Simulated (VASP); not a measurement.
# C (Fd-3m) in VASP: a series of runs, part 2 of 2

VASP 6.6.1.

## (3) Single point, r2SCAN (volume scaled by 1.10)

POSCAR reads:

```
C
1.0
    0.0000000000      1.8376049598      1.8376049598
    1.8376049598      0.0000000000      1.8376049598
    1.8376049598      1.8376049598      0.0000000000
C
2
Direct
    0.0000000000      0.0000000000      0.0000000000
    0.2500000000      0.2500000000      0.2500000000
```

INCAR.step1 reads:

```
SYSTEM = C
PREC = Accurate
ENCUT = 520
ISMEAR = 0
SIGMA = 0.02
LREAL = .False.
LASPH = .True.
NELM = 60
NBANDS = 11
GGA = PE
ALGO = Normal
EDIFF = 1E-4
LWAVE = .True.
LCHARG = .False.
```

INCAR.step2 reads:

```
SYSTEM = C
PREC = Accurate
ENCUT = 520
EDIFF = 1E-6
ISMEAR = 0
SIGMA = 0.02
LREAL = .False.
LASPH = .True.
NELM = 60
ALGO = Normal
ISIF = 2
LWAVE = .False.
LCHARG = .False.
METAGGA = R2SCAN
LMIXTAU = .True.
NBANDS = 11
ISTART = 1
```

KPOINTS reads:

```
regular mesh
0
Gamma
  12 12 12
  0 0 0
```

Potentials or basis: VASP PAW PBE potentials, release 64 (C).

Command:

```
$ cat potpaw_PBE.64/C/POTCAR > POTCAR
$ cp INCAR.step1 INCAR
$ mpirun -np 1 vasp_std > vasp.out
$ cp INCAR.step2 INCAR
$ mpirun -np 1 vasp_std > vasp.out
```

It took 29 s on 1 thread of AMD EPYC 7R13 (Zen 3), shared host; peak memory 0.09 GiB.

Results (log left out):

* Free energy: -19.5293 eV
* Pressure: -35.2 GPa
* Band gap on the k mesh: 4.14 eV, indirect (least direct gap 5.59 eV)

Levels at points of the mesh, in eV from the valence-band top:
| k point | band 1 | band 2 | band 3 | band 4 | band 5 | band 6 | band 7 | band 8 | band 9 |
| --- | --- | --- | --- | --- | --- | --- | --- | --- | --- |
| (0.00, 0.00, 0.00) | -21.49 | 0.00 | 0.00 | 0.00 | 5.59 | 5.59 | 5.59 | 11.73 | 19.20 |
| (0.50, 0.00, 0.00) | -16.05 | -13.07 | -2.74 | -2.74 | 7.90 | 8.49 | 8.49 | 15.80 | 21.88 |
| (0.50, 0.50, 0.00) | -12.96 | -12.96 | -6.11 | -6.11 | 4.79 | 4.79 | 16.49 | 16.49 | 22.92 |

Caveat: the PAW data sets were made with another functional, which shifts forces and pressure a little.

## (4) Single point, r2SCAN (volume scaled by 0.97)

POSCAR reads:

```
C
1.0
    0.0000000000      1.7621593177      1.7621593177
    1.7621593177      0.0000000000      1.7621593177
    1.7621593177      1.7621593177      0.0000000000
C
2
Direct
    0.0000000000      0.0000000000      0.0000000000
    0.2500000000      0.2500000000      0.2500000000
```

INCAR.step1 reads:

```
ALGO = Normal
EDIFF = 1E-5
ENCUT = 910
GGA = PE
GGA_COMPAT = F
ISMEAR = 0
LASPH = T
LCHARG = F
LREAL = F
LWAVE = T
NBANDS = 11
NELM = 120
PREC = Accurate
SIGMA = 0.02
```

INCAR.step2 reads:

```
ALGO = Normal
EDIFF = 1E-6
ENCUT = 910
GGA_COMPAT = F
ISIF = 2
ISMEAR = 0
ISTART = 1
LASPH = T
LCHARG = T
LELF = T
LMIXTAU = T
LREAL = F
LVHAR = T
LWAVE = F
METAGGA = R2SCAN
NBANDS = 11
NELM = 120
PREC = Accurate
SIGMA = 0.02
```

KPOINTS reads:

```
k-points
0
Gamma
  12 12 12
```

Potentials or basis: VASP PAW PBE potentials, release 64 (C_h).

Command:

```
$ cat potpaw_PBE.64/C_h/POTCAR > POTCAR
$ cp INCAR.step1 INCAR
$ mpirun -np 1 vasp_std > vasp.out
$ cp INCAR.step2 INCAR
$ mpirun -np 1 vasp_std > vasp.out
```

Run time: 70 s. Hardware: 1 thread of Intel Xeon Platinum 8259CL at 2.50GHz (Skylake/Cascade Lake), shared host; peak memory 0.16 GiB.

Results (log left out):

```yaml
Free_energy: -19.7054 eV
Pressure: 13.6 GPa
Band_gap_on_the_k_mesh: 4.46 eV, indirect (least direct gap 5.98 eV)
```

Levels at points of the mesh, in eV from the valence-band top:
```csv
k point,band 1,band 2,band 3,band 4,band 5,band 6,band 7,band 8,band 9
"(0.00, 0.00, 0.00)",-23.17,0.00,0.00,0.00,5.98,5.98,5.98,14.73,20.90
"(0.50, 0.00, 0.00)",-17.02,-14.43,-3.06,-3.06,9.07,9.07,9.67,17.08,23.77
"(0.50, 0.50, 0.00)",-13.83,-13.83,-6.87,-6.87,5.11,5.11,18.50,18.50,25.34
```

Caveat: the cutoff is under 1.25 times the usual one of these potentials, so pressure, stress and relaxed cells hold a basis-set (Pulay) error; the PAW data sets were made with another functional, which shifts forces and pressure a little. A k mesh can miss the band edges.

## (5) Single point, r2SCAN (volume scaled by 1.03)

POSCAR reads:

```
C
1.0
    0.0000000000      1.7977680897      1.7977680897
    1.7977680897      0.0000000000      1.7977680897
    1.7977680897      1.7977680897      0.0000000000
C
2
Direct
    0.0000000000      0.0000000000      0.0000000000
    0.2500000000      0.2500000000      0.2500000000
```

INCAR.step1 reads:

```
PREC = Accurate
ENCUT = 910
ISMEAR = 0
SIGMA = 0.02
LREAL = F
LASPH = T
NELM = 120
NBANDS = 11
GGA = PE
ALGO = Normal
EDIFF = 1E-5
LWAVE = T
LCHARG = F
GGA_COMPAT = F
```

INCAR.step2 reads:

```
PREC = Accurate
ENCUT = 910
EDIFF = 1E-6
ISMEAR = 0
SIGMA = 0.02
LREAL = F
LASPH = T
NELM = 120
ALGO = Normal
ISIF = 2
LWAVE = F
LCHARG = T
METAGGA = R2SCAN
LMIXTAU = T
LELF = T
LVHAR = T
NBANDS = 11
ISTART = 1
GGA_COMPAT = F
```

KPOINTS reads:

```
Automatic mesh
0
Gamma
  12 12 12
```

Potentials or basis: VASP PAW PBE potentials, release 64 (C_h).

Command:

```
$ cat potpaw_PBE.64/C_h/POTCAR > POTCAR
$ cp INCAR.step1 INCAR
$ mpirun -np 1 vasp_std > vasp.out
$ cp INCAR.step2 INCAR
$ mpirun -np 1 vasp_std > vasp.out
```

OUTCAR:

```text
PREC = Accurate
   ENCUT = 910
   EDIFF = 1E-6
   ISMEAR = 0
   LREAL = F
   LASPH = T
   NELM = 120
   ISIF = 2
   METAGGA = R2SCAN
   ISTART = 1

 ion  position               nearest neighbor table
   1  0.000  0.000  0.000-
   2  0.250  0.250  0.250-

  LATTYP: Found a face centered cubic cell.
 ALAT       =     3.5955361794

  Lattice vectors:

 A1 = (   0.0000000000,   1.7977680897,   1.7977680897)
 A2 = (   1.7977680897,   0.0000000000,   1.7977680897)
[... 512 lines left out ...]
      3       4.8358      2.00000
      4       6.8242      2.00000
      5      18.3524      0.00000
      6      21.1744      0.00000
      7      21.9566      0.00000
      8      26.6507      0.00000
      9      30.7935      0.00000
     10      35.5124      0.00000
     11      36.0672      0.00000

 [... further k-points ...]
[... 5 lines left out ...]
  --------------------------------------------------------------------------------------
  -------------------------------------------------------------------------------------
  Total       -0.9722753     -0.9722753     -0.9722753      0.0000000      0.0000000     -0.0000000
  in kB     -134.0506173   -134.0506173   -134.0506173      0.0000000      0.0000000     -0.0000000
  external PRESSURE =    -134.0506173 kB  Pullay stress =       0.0000000 kB

 VOLUME and BASIS-vectors are now :
 -----------------------------------------------------------------------------
  energy-cutoff  :      910.00
  volume of cell :       11.62
      direct lattice vectors                 reciprocal lattice vectors
     0.000000000  1.797768090  1.797768090    -0.278122636  0.278122636  0.278122636
     1.797768090  0.000000000  1.797768090     0.278122636 -0.278122636  0.278122636
     1.797768090  1.797768090  0.000000000     0.278122636  0.278122636 -0.278122636

 POSITION                                       TOTAL-FORCE (eV/Angst)
 -----------------------------------------------------------------------------------
      0.00000      0.00000      0.00000         0.000000      0.000000      0.000000
      0.89888      0.89888      0.89888        -0.000000     -0.000000     -0.000000
 -----------------------------------------------------------------------------------
    total drift:                                0.000000      0.000000      0.000000

  FREE ENERGIE OF THE ION-ELECTRON SYSTEM (eV)
  ---------------------------------------------------
  free  energy   TOTEN  =       -19.7051437021 eV

  energy  without entropy=      -19.7051437021  energy(sigma->0) =      -19.70514370
```

OSZICAR.step1:

```text
N       E                     dE             d eps       ncg     rms          rms(c)
DAV:   1     0.122183175730E+02    0.12218E+02   -0.69389E+03  1584   0.113E+03
DAV:   2    -0.177617785704E+02   -0.29980E+02   -0.28260E+02  2216   0.163E+02
DAV:   3    -0.187793373053E+02   -0.10176E+01   -0.10154E+01  1926   0.256E+01
DAV:   4    -0.187817238318E+02   -0.23865E-02   -0.23864E-02  1697   0.145E+00
DAV:   5    -0.187817269576E+02   -0.31258E-05   -0.31258E-05  1830   0.537E-02    0.465E+00
DAV:   6    -0.183516889877E+02    0.43004E+00   -0.22122E-01  1650   0.332E+00    0.257E+00
DAV:   7    -0.182058480817E+02    0.14584E+00   -0.27634E-01  1718   0.372E+00    0.352E-01
DAV:   8    -0.182076958260E+02   -0.18477E-02   -0.81320E-03  1677   0.805E-01    0.406E-02
DAV:   9    -0.182077431147E+02   -0.47289E-04   -0.60779E-05  1914   0.681E-02    0.182E-02
DAV:  10    -0.182077611911E+02   -0.18076E-04   -0.15353E-05  1734   0.346E-02    0.248E-03
DAV:  11    -0.182077610264E+02    0.16466E-06   -0.25142E-07   822   0.509E-03
   1 F= -.18207761E+02 E0= -.18207761E+02  d E =-.519450E-17
```

It took 66 s on 1 thread of AMD EPYC 7R13 (Zen 3), shared host; peak memory 0.13 GiB.

What came out:

| Item | Value |
| --- | --- |
| Free energy | -19.7051 eV |
| Pressure | -13.4 GPa |
| Band gap on the k mesh | 4.32 eV, indirect (least direct gap 5.81 eV) |

Caveat: the cutoff is under 1.25 times the usual one of these potentials, so pressure, stress and relaxed cells hold a basis-set (Pulay) error; the PAW data sets were made with another functional, which shifts forces and pressure a little.

## (6) Summary

| potentials or basis | cell | cutoff (eV) | second run | gap on the mesh (eV) | pressure (GPa) |
| --- | --- | --- | --- | --- | --- |
| VASP PAW PBE potentials, release 64 (C) | a = 2.440 Å, angles 60.0°, 2 atoms | 520 | - | 4.58 | 52.0 |
| VASP PAW PBE potentials, release 64 (C) | a = 2.599 Å, angles 60.0°, 2 atoms | 520 | - | 4.14 | -35.2 |
| VASP PAW PBE potentials, release 64 (C_h) | a = 2.492 Å, angles 60.0°, 2 atoms | 910 | hard_potentials | 4.46 | 13.6 |
| VASP PAW PBE potentials, release 64 (C_h) | a = 2.542 Å, angles 60.0°, 2 atoms | 910 | hard_potentials | 4.32 | -13.4 |

Alike in all rows: task single point; level r2SCAN; no spin polarisation; k mesh 12 × 12 × 12; smearing gaussian 0.02 eV.

Caveats: the PAW data sets were made with another functional, which shifts forces and pressure a little; the cutoff is under 1.25 times the usual one of these potentials, so pressure, stress and relaxed cells hold a basis-set (Pulay) error (some runs).

Total energies depend on the potentials used, so only differences within one code and one set of settings carry meaning.
